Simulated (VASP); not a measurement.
# BN (zinc blende type) in VASP: a series of runs

BN (zinc blende type) is run at these levels: HSE06; tasks: single point.

Everything below comes from runs of VASP 6.6.1. Logs are shortened: lines on timing, memory, paths and dates and some standing lists are left out, and cuts for length are marked.

## (1) The cell of the first run

It takes space group F-43m (No. 216, cubic). The conventional cell has a = 3.678 Å, b = 3.678 Å, c = 3.678 Å, α = 90.00°, β = 90.00°, γ = 90.00°. B (site symmetry -43m) has 4 N at 1.59 Å within 2.1 Å. N (site symmetry -43m) has 4 B at 1.59 Å within 2.1 Å.

## (2) Single point, HSE06

POSCAR reads:

```
BN
1.0
    0.0000000000      1.8388843179      1.8388843179
    1.8388843179      0.0000000000      1.8388843179
    1.8388843179      1.8388843179      0.0000000000
B N
1 1
Direct
    0.0000000000      0.0000000000      0.0000000000
    0.2500000000      0.2500000000      0.2500000000
```

INCAR.step1 reads:

```
PREC = Accurate
ENCUT = 520
EDIFF = 1E-5
ISMEAR = -1
SIGMA = 0.05
LREAL = F
LASPH = T
NELM = 80
ALGO = Normal
ISIF = 2
LWAVE = T
NBANDS = 11
GGA = PE
```

INCAR.step2 reads:

```
PREC = Accurate
ENCUT = 520
EDIFF = 1E-7
ISMEAR = -1
SIGMA = 0.05
LREAL = F
LASPH = T
NELM = 80
ALGO = Normal
ISIF = 2
LWAVE = F
LCHARG = T
GGA = PE
LHFCALC = T
HFSCREEN = 0.2079
PRECFOCK = Normal
LELF = T
LVHAR = T
NBANDS = 11
ISTART = 1
```

KPOINTS reads:

```
Automatic mesh
0
Gamma
  4 4 4
```

Potentials or basis: VASP PAW PBE potentials, release 64 (B, N).

Started as:

```bash
$ cat potpaw_PBE.64/B/POTCAR potpaw_PBE.64/N/POTCAR > POTCAR
$ cp INCAR.step1 INCAR
$ mpirun -np 1 vasp_std > vasp.out
$ cp INCAR.step2 INCAR
$ mpirun -np 1 vasp_std > vasp.out
```

OUTCAR:

```text
PREC = Accurate
   ENCUT = 520
   EDIFF = 1E-7
   ISMEAR = -1
   LREAL = F
   LASPH = T
   NELM = 80
   ISIF = 2
   GGA = PE
   LHFCALC = T
   HFSCREEN = 0.2079
   PRECFOCK = Normal
   ISTART = 1

 ion  position               nearest neighbor table
   1  0.000  0.000  0.000-   2 1.59   2 1.59   2 1.59   2 1.59
   2  0.250  0.250  0.250-   1 1.59   1 1.59   1 1.59   1 1.59

  LATTYP: Found a face centered cubic cell.
 ALAT       =     3.6777686358

  Lattice vectors:

 A1 = (   0.0000000000,   1.8388843179,   1.8388843179)
 A2 = (   1.8388843179,   0.0000000000,   1.8388843179)
 A3 = (   1.8388843179,   1.8388843179,   0.0000000000)

Analysis of symmetry for initial positions (statically):
=====================================================================
 Subroutine PRICEL returns:
 Original cell was already a primitive cell.

 Routine SETGRP: Setting up the symmetry group for a
 face centered cubic supercell.

 Subroutine GETGRP returns: Found 24 space group operations
 (whereof 24 operations were pure point group operations)
 out of a pool of 48 trial point group operations.

The static configuration has the point symmetry T_d .

Analysis of symmetry for dynamics (positions and initial velocities):
=====================================================================
 Subroutine PRICEL returns:
 Original cell was already a primitive cell.

 Routine SETGRP: Setting up the symmetry group for a
 face centered cubic supercell.

 Subroutine GETGRP returns: Found 24 space group operations
 (whereof 24 operations were pure point group operations)
 out of a pool of 48 trial point group operations.

The dynamic configuration has the point symmetry T_d .

 Subroutine INISYM returns: Found 24 space group operations
 (whereof 24 operations are pure point group operations),
 and found     1 'primitive' translations

----------------------------------------------------------------------------------------

                                     Primitive cell

  volume of cell :      12.4364

  direct lattice vectors                    reciprocal lattice vectors
     0.000000000  1.838884318  1.838884318    -0.271903999  0.271903999  0.271903999
     1.838884318  0.000000000  1.838884318     0.271903999 -0.271903999  0.271903999
     1.838884318  1.838884318  0.000000000     0.271903999  0.271903999 -0.271903999

  length of vectors
     2.600575142  2.600575142  2.600575142     0.470951541  0.470951541  0.470951541

  position of ions in fractional coordinates (direct lattice)
     0.000000000  0.000000000  0.000000000
     0.250000000  0.250000000  0.250000000

  ion indices of the primitive-cell ions
   primitive index   ion index
                 1           1
                 2           2

----------------------------------------------------------------------------------------

 KPOINTS: Automatic mesh

Automatic generation of k-mesh.
 Grid dimensions read from file:
 generate k-points for:    4    4    4

 Generating k-lattice:

  Cartesian coordinates                     Fractional coordinates (reciprocal lattice)
    -0.067976000  0.067976000  0.067976000     0.250000000  0.000000000  0.000000000
     0.067976000 -0.067976000  0.067976000     0.000000000  0.250000000  0.000000000
     0.067976000  0.067976000 -0.067976000     0.000000000  0.000000000  0.250000000

  Length of vectors
     0.117737885  0.117737885  0.117737885

  Shift w.r.t. Gamma in fractional coordinates (k-lattice)
     0.000000000  0.000000000  0.000000000

 Subroutine IBZKPT returns following result:
 ===========================================

 Found      8 irreducible k-points:

 Following reciprocal coordinates:
            Coordinates               Weight
  0.000000  0.000000  0.000000      1.000000
  0.250000  0.000000  0.000000      8.000000
  0.500000  0.000000  0.000000      4.000000
  0.250000  0.250000  0.000000      6.000000
  0.500000  0.250000  0.000000     24.000000
 -0.250000  0.250000  0.000000     12.000000
  0.500000  0.500000  0.000000      3.000000
 -0.250000  0.500000  0.250000      6.000000
   k-points           NKPTS =      8   k-points in BZ     NKDIM =     64   number of bands    NBANDS=     11
   number of dos      NEDOS =    301   number of ions     NIONS =      2
   total plane-waves  NPLWV =   8000
   dimension x,y,z NGX =    20 NGY =   20 NGZ =   20
   dimension x,y,z NGXF=    40 NGYF=   40 NGZF=   40
   ions per type =               1   1
   NGX,Y,Z   is equivalent  to a cutoff of  12.79, 12.79, 12.79 a.u.
   NGXF,Y,Z  is equivalent  to a cutoff of  25.57, 25.57, 25.57 a.u.
 SYSTEM =  unknown system
   PREC   = accura    normal or accurate (medium, high low for compatibility)
   ISTART =      1    job   : 0-new  1-cont  2-samecut
   ICHARG =      0    charge: 1-file 2-atom 10-const
   ISPIN  =      1    spin polarized calculation?
   LNONCOLLINEAR =      F non collinear calculations
   LSORBIT =      F    spin-orbit coupling
   LASPH  =      T    aspherical Exc in radial PAW
   ENCUT  =  520.0 eV  38.22 Ry    6.18 a.u.   4.84  4.84  4.84*2*pi/ulx,y,z
   NELM   =     80;   NELMIN=  2; NELMDL=  0     # of ELM steps
   EDIFF  = 0.1E-06   stopping-criterion for ELM
   LREAL  =      F    real-space projection
   EDIFFG = 0.1E-05   stopping-criterion for IOM
   NSW    =      0    number of steps for IOM
   IBRION =     -1    ionic relax: 0-MD 1-quasi-New 2-CG
   NFREE  =      0    steps in history (QN), initial steepest desc. (CG)
   ISIF   =      2    stress and relaxation
   ISYM   =      3    0-nonsym 1-usesym 2-fastsym
   POTIM  = 0.5000    time-step for ionic-motion
   TEBEG  =    0.0;   TEEND  =   0.0 temperature during run
   PSTRESS=    0.0 pullay stress
   NELECT =       8.0000    total number of electrons
   NUPDOWN=      -1.0000    fix difference up-down
   EMIN   =  10.00;   EMAX   =-10.00  energy-range for DOS
   EFERMI =   0.00;   METHOD = LEGACY
   ISMEAR =    -1;   SIGMA  =   0.05  broadening in eV -4-tet -1-fermi 0-gaus
   EFERMI_NEDOS =   21; number of points for ismear=-14 and -15
   IALGO  =     38    algorithm
   IMIX   =      1    mixing-type and parameters
     AMIX     =   0.40;   BMIX     =  1.00
     AMIX_MAG =   1.60;   BMIX_MAG =  1.00
  volume/ion in A,a.u.               =       6.22        41.96
  Fermi-wavevector in a.u.,A,eV,Ry     =   1.413211  2.670582 27.173094  1.997166
  Thomas-Fermi vector in A             =   2.534880
   LORBIT       =      0    0 simple, 1 ext, 2 COOP (PROOUT), +10 PAW based schemes
   GGA     = PE    functional components
   LHFCALC =     T    Hartree Fock is set to
   PRECFOCK=normal    Normal, Fast or Accurate (Low or Medium for compatibility)
   ENCUT4O =  -1.0   cutoff for four orbital integrals eV
   NKREDX  =     1    reduce k-point grid by
   NKREDY  =     1    reduce k-point grid by
   NKREDZ  =     1    reduce k-point grid by
   AEXX    =    0.2500 exact exchange contribution
   HFSCREEN=    0.2079 screening length (either q_TF or 0.3 A-1)
   HFSCREENC=   0.2079 screening length for correlation (either q_TF or 0.3 A-1)
   ENCUTFOCK=  -1.0 apply spherical cutoff to Coloumb kernel
   IVDW    =     0    specifies the selected vdW correction
   LEPSILON=     F    determine dielectric tensor
   LRPA    =     F    only Hartree local field effects (RPA)
 non-spin polarized calculation
  energy-cutoff  :      520.00
  volume of cell :       12.44
 maximum number of plane-waves:       344
  NGX = 16; NGY = 16; NGZ = 16

 number of electron       8.0000001 magnetization

 Free energy of the ion-electron system (eV)
  ---------------------------------------------------
  ext. energy  EPLUGINS =         0.00000000
  ---------------------------------------------------
  free energy    TOTEN  =       -20.20700686 eV

  energy without entropy =      -20.20700686  energy(sigma->0) =      -20.20700686

 E-fermi :   7.0456     XC(G=0): -10.2866

 val. band max:        5.9408131791   @ k =   0.0000   0.0000   0.0000
 cond. band min:      11.6664799999   @ k =   0.5000   0.5000   0.0000
 fundamental gap:      5.7256668208
 Fermi energy:         7.0456105688

 k-point     1 :       0.0000    0.0000    0.0000
  band No.  band energies     occupation
      1     -15.5463      2.00000
      2       5.9408      2.00000
      3       5.9408      2.00000
      4       5.9408      2.00000
      5      16.2378      0.00000
      6      16.2378      0.00000
      7      16.2378      0.00000
      8      17.2301      0.00000
      9      31.6755      0.00000
     10      35.0390      0.00000
     11      35.0390      0.00000

 k-point     2 :       0.2500    0.0000    0.0000
  band No.  band energies     occupation
      1     -14.0219      2.00000
      2       0.2106      2.00000
      3       4.7920      2.00000
      4       4.7920      2.00000
      5      16.7371      0.00000
      6      17.7873      0.00000
      7      17.7873      0.00000
      8      20.8992      0.00000
      9      30.6152      0.00000
     10      30.8830      0.00000
     11      30.8830      0.00000

 k-point     3 :       0.5000    0.0000    0.0000
  band No.  band energies     occupation
      1     -11.2746      2.00000
      2      -5.1849      2.00000
      3       3.9399      2.00000
      4       3.9399      2.00000
      5      17.1080      0.00000
      6      18.1567      0.00000
      7      18.1567      0.00000
      8      22.7848      0.00000
      9      30.7277      0.00000
     10      33.9966      0.00000
     11      34.2651      0.00000

 k-point     4 :       0.2500    0.2500    0.0000
  band No.  band energies     occupation
      1     -13.5207      2.00000
      2       1.6584      2.00000
      3       2.8693      2.00000
      4       2.8693      2.00000
      5      14.0468      0.00000
      6      18.7469      0.00000
      7      20.9493      0.00000
      8      20.9493      0.00000
      9      25.5345      0.00000
     10      34.2656      0.00000
     11      37.8773      0.00000

 k-point     5 :       0.5000    0.2500    0.0000
  band No.  band energies     occupation
      1     -10.7985      2.00000
      2      -3.2029      2.00000
      3       0.5865      2.00000
      4       2.1884      2.00000
      5      14.8020      0.00000
      6      20.3969      0.00000
      7      21.9459      0.00000
      8      22.0041      0.00000
      9      27.4181      0.00000
     10      33.7732      0.00000
     11      35.9166      0.00000

 k-point     6 :      -0.2500    0.2500    0.0000
  band No.  band energies     occupation
      1     -11.7996      2.00000
      2      -1.9951      2.00000
      3       0.1441      2.00000
      4       3.7976      2.00000
      5      17.0296      0.00000
      6      19.6829      0.00000
      7      20.1416      0.00000
      8      21.8606      0.00000
      9      28.8933      0.00000
     10      29.3200      0.00000
     11      34.0773      0.00000

 k-point     7 :       0.5000    0.5000    0.0000
  band No.  band energies     occupation
      1      -9.8635      2.00000
      2      -3.4661      2.00000
      3       0.8921      2.00000
      4       0.8921      2.00000
      5      11.6665      0.00000
      6      16.3794      0.00000
      7      25.5827      0.00000
      8      25.5827      0.00000
      9      28.2857      0.00000
     10      34.4836      0.00000
     11      40.7846      0.00000

 k-point     8 :      -0.2500    0.5000    0.2500
  band No.  band energies     occupation
      1      -9.5810      2.00000
      2      -2.1543      2.00000
      3      -1.1787      2.00000
      4      -0.6531      2.00000
      5      16.9413      0.00000
      6      20.6633      0.00000
      7      21.8895      0.00000
      8      21.9699      0.00000
      9      26.8911      0.00000
     10      32.9822      0.00000
     11      36.8028      0.00000

------------------------ aborting loop because EDIFF is reached ----------------------------------------

  FORCE on cell =-STRESS in cart. coord.  units (eV):
  Direction    XX          YY          ZZ          XY          YZ          ZX
  --------------------------------------------------------------------------------------
  -------------------------------------------------------------------------------------
  Total       -1.8109390     -1.8109390     -1.8109390     -0.0000000      0.0000000      0.0000000
  in kB     -233.3034592   -233.3034592   -233.3034592     -0.0000000      0.0000000      0.0000000
  external PRESSURE =    -233.3034592 kB  Pullay stress =       0.0000000 kB

 VOLUME and BASIS-vectors are now :
 -----------------------------------------------------------------------------
  energy-cutoff  :      520.00
  volume of cell :       12.44
      direct lattice vectors                 reciprocal lattice vectors
     0.000000000  1.838884318  1.838884318    -0.271903999  0.271903999  0.271903999
     1.838884318  0.000000000  1.838884318     0.271903999 -0.271903999  0.271903999
     1.838884318  1.838884318  0.000000000     0.271903999  0.271903999 -0.271903999

 POSITION                                       TOTAL-FORCE (eV/Angst)
 -----------------------------------------------------------------------------------
      0.00000      0.00000      0.00000         0.000000      0.000000      0.000000
      0.91944      0.91944      0.91944        -0.000000     -0.000000     -0.000000
 -----------------------------------------------------------------------------------
    total drift:                               -0.000001     -0.000000     -0.000000

  FREE ENERGIE OF THE ION-ELECTRON SYSTEM (eV)
  ---------------------------------------------------
  free  energy   TOTEN  =       -20.2070068625 eV

  energy  without entropy=      -20.2070068625  energy(sigma->0) =      -20.20700686
```

Run time: 36 s. Hardware: 1 thread of Intel Xeon Platinum 8259CL at 2.50GHz (Skylake/Cascade Lake), shared host; peak memory 0.21 GiB.

Results:

* Free energy: -20.2070 eV
* Pressure: -23.3 GPa
* Band gap on the k mesh: 5.73 eV, indirect (least direct gap 10.30 eV)

Caveat: the k points lie up to 0.74 Å⁻¹ apart; the PAW data sets were made with another functional, which shifts forces and pressure a little.

## (3) Single point, HSE06

This run uses another cell than the first one, of 5.98 Å³/atom, 0.962 times its volume.

POSCAR reads:

```
BN
1.0
    0.0000000000      1.8150000000      1.8150000000
    1.8150000000      0.0000000000      1.8150000000
    1.8150000000      1.8150000000      0.0000000000
B N
1 1
Direct
    0.0095429797      0.0095429797      0.0095429797
    0.2500000000      0.2500000000      0.2500000000
```

INCAR.step1 reads:

```
SYSTEM = BN
  ALGO = Normal
  EDIFF = 1E-5
  ENCUT = 520
  GGA = PE
  ISIF = 2
  ISMEAR = -1
  LASPH = .TRUE.
  LCHARG = .FALSE.
  LREAL = .FALSE.
  LWAVE = .TRUE.
  NBANDS = 11
  NELM = 100
  PREC = Accurate
  SIGMA = 0.05
```

INCAR.step2 reads:

```
SYSTEM = BN
  ALGO = Normal
  EDIFF = 1E-7
  ENCUT = 520
  GGA = PE
  HFSCREEN = 0.2079
  ISIF = 2
  ISMEAR = -1
  ISTART = 1
  LASPH = .TRUE.
  LCHARG = .FALSE.
  LHFCALC = .TRUE.
  LREAL = .FALSE.
  LWAVE = .FALSE.
  NBANDS = 11
  NELM = 100
  PREC = Accurate
  PRECFOCK = Normal
  SIGMA = 0.05
```

KPOINTS reads:

```
k-points
0
G
  4 4 4
  0 0 0
```

Potentials or basis: VASP PAW PBE potentials, release 64 (B, N).

Started as:

```bash
$ cat potpaw_PBE.64/B/POTCAR potpaw_PBE.64/N/POTCAR > POTCAR
$ cp INCAR.step1 INCAR
$ mpirun -np 1 vasp_std > vasp.out
$ cp INCAR.step2 INCAR
$ mpirun -np 1 vasp_std > vasp.out
```

Wall time 50 s (1 thread of Intel Xeon Platinum 8259CL at 2.50GHz (Skylake/Cascade Lake), shared host); peak memory 0.22 GiB.

The run converged. Its results:

- Free energy: -20.2073 eV
- Pressure: -8.7 GPa
- Largest force: 1.695 eV/Å
- Band gap on the k mesh: 5.42 eV, indirect (least direct gap 9.91 eV)

Forces on the atoms (eV/Å):
```
B   -0.979 -0.979 -0.979
N    0.979  0.979  0.979
```

Stress tensor (GPa, compression positive):
```
-8.74  1.14  1.14
 1.14 -8.74  1.14
 1.14  1.14 -8.74
```

Levels at points of the mesh, in eV from the valence-band top:
```
           k point  band 1  band 2  band 3  band 4  band 5  band 6  band 7  band 8
(0.00, 0.00, 0.00)  -22.28   -1.05    0.00    0.00    9.91    9.91   10.71   11.67
(0.50, 0.00, 0.00)  -17.82  -11.77   -2.91   -1.98   11.21   11.25   13.01   16.80
(0.50, 0.50, 0.50)  -17.83  -12.02   -2.29   -2.29   11.38   12.33   12.33   17.22
(0.50, 0.50, 0.00)  -16.36  -10.02   -5.71   -5.43    5.42   10.28   19.66   20.35
```

Caveat: the k points lie up to 0.75 Å⁻¹ apart; the PAW data sets were made with another functional, which shifts forces and pressure a little. A k mesh can miss the band edges.

(Part 1 of 2 ends here.)
